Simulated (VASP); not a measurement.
Set up this calculation in VASP 6.6.1, as the native input.

```
Task                   : single point
Functional             : PBE
Potentials or basis    : VASP PAW PBE potentials, release 64 (Hf_pv, N)
Cutoff                 : 520 eV
k mesh                 : 16 × 16 × 16
Occupations            : fermi-dirac, width 0.15 eV
Spin                   : no spin polarisation
Dipole correction      : no
Further INCAR settings : ALGO = Normal; EDIFF = 1e-06; NBANDS = 14
```

The structure of HfN lies in POSCAR:

```
HfN
1.0
    0.0000000000      2.2335617715      2.2335617715
    2.2335617715      0.0000000000      2.2335617715
    2.2335617715      2.2335617715      0.0000000000
Hf N
1 1
Direct
    0.0000000000      0.0000000000      0.0000000000
    0.5000000000      0.5000000000      0.5000000000
```

One way to write it, as run:

INCAR

```
SYSTEM = HfN
ALGO = Normal
EDIFF = 1E-6
ENCUT = 520
GGA = PE
ISIF = 2
ISMEAR = -1
LASPH = .True.
LCHARG = .False.
LREAL = .False.
LWAVE = .False.
NBANDS = 14
NELM = 80
PREC = Accurate
SIGMA = 0.15
```

KPOINTS

```
k-points
0
Gamma
  16 16 16
  0 0 0
```

Potentials or basis: VASP PAW PBE potentials, release 64 (Hf_pv, N).

Command:

```bash
$ cat potpaw_PBE.64/Hf_pv/POTCAR potpaw_PBE.64/N/POTCAR > POTCAR
$ mpirun -np 1 vasp_std > vasp.out
```

Results of the run:

- Pressure: 13.5 GPa

Run time: 12 s on 1 thread of Intel(R) Xeon(R) 6975P-C (Granite Rapids) (shared host), peak memory 0.17 GiB.
